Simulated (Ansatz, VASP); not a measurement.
## One calculation of PtSe2, two programs

The input INCAR:

```
SYSTEM = PtSe2
ALGO     = Normal         ! electronic algorithm
EDIFF    = 1E-6           ! SCF threshold, eV
ENCUT    = 520            ! plane-wave cutoff, eV
GGA      = PE             ! functional
ISIF     = 2              ! what is computed and relaxed
ISMEAR   = -1             ! smearing method
LASPH    = .True.         ! aspherical terms in the spheres
LCHARG   = .False.        ! write CHGCAR
LREAL    = .False.        ! projectors in reciprocal space
LWAVE    = .False.        ! write WAVECAR
NBANDS   = 18             ! bands
NELM     = 100            ! most SCF steps
PREC     = Accurate       ! precision mode
SIGMA    = 0.02           ! smearing width, eV
```

Contents of KPOINTS:

```
k-points
0
Gamma
  12 12 6
  0 0 0
```

The input POSCAR:

```
PtSe2
1.0
    3.5720470484      0.0000000000      0.0000000000
   -1.7860235242      3.0934834875      0.0000000000
    0.0000000000      0.0000000000      5.8335328495
Pt Se
1 2
Direct
    0.0000000000      0.0000000000      0.0000000000
    0.3333333333      0.6666666667      0.2379799375
    0.6666666667      0.3333333333      0.7620200625
```

Input for Ansatz:

```yaml
crystal:
  lattice:
    - [3.5720470484, 0.0, 0.0]
    - [-1.7860235242, 3.0934834875, 0.0]
    - [0.0, 0.0, 5.8335328495]
  atoms:
    - { symbol: Pt, position: [0.0, 0.0, 0.0] }
    - { symbol: Se, position: [0.3333333333, 0.6666666667, 0.2379799375] }
    - { symbol: Se, position: [0.6666666667, 0.3333333333, 0.7620200625] }
kpoints:
  mp_grid: { grid: [12, 12, 6] }
  band_path:
    path:
      - [0.0, 0.0, 0.0]
      - [0.5, 0.0, 0.0]
      - [0.3333333333, 0.3333333333, 0.0]
      - [0.0, 0.0, 0.5]
      - [0.5, 0.0, 0.5]
      - [0.3333333333, 0.3333333333, 0.5]
      - [0.3, 0.3, 0.0]
      - [0.0, 0.25, 0.3333333333]
    npoints: 1
hamiltonian:
  xc: pbe
scf:
  occupations: { method: fermi_dirac, width: 0.02 }
  n_extra_bands: 4
output:
  forces: true
  stress: true
  eigenvalues: true
```

Change from the starting cell: epitaxial_xy strain -4.2%.

Alike in both runs: task single point; functional PBE; k mesh 12 × 12 × 6; occupations fermi-dirac, width 0.02 eV; no spin polarisation.

```csv
,VASP,Ansatz
version,VASP 6.6.1,Ansatz 0.2.0
potentials or method,"VASP PAW PBE potentials, release 64 (Pt, Se)","plane waves, PAW"
plane-wave cutoff (eV),520,420
valence electrons in the cell,22,50
```

|  | VASP | Ansatz | Ansatz less VASP |
| --- | --- | --- | --- |
| pressure (GPa) | 8.4 | 8.4 | 0.00 |
| traceless stress, the component that is largest in VASP (GPa) | -5.19 | -5.20 | -0.005 |
| rms of the force components (eV/Å) | 0.096 | 0.095 | -0.0016 |

Atom by atom the forces differ by 0.002 eV/Å (rms over components). With one functional, cell and mesh, what is left measures potentials, basis and numerics. VASP's potentials hold 22 valence electrons a cell and Ansatz's 50, so a difference there can come from the potentials and not from the codes.

Neither program's run includes spin-orbit coupling.
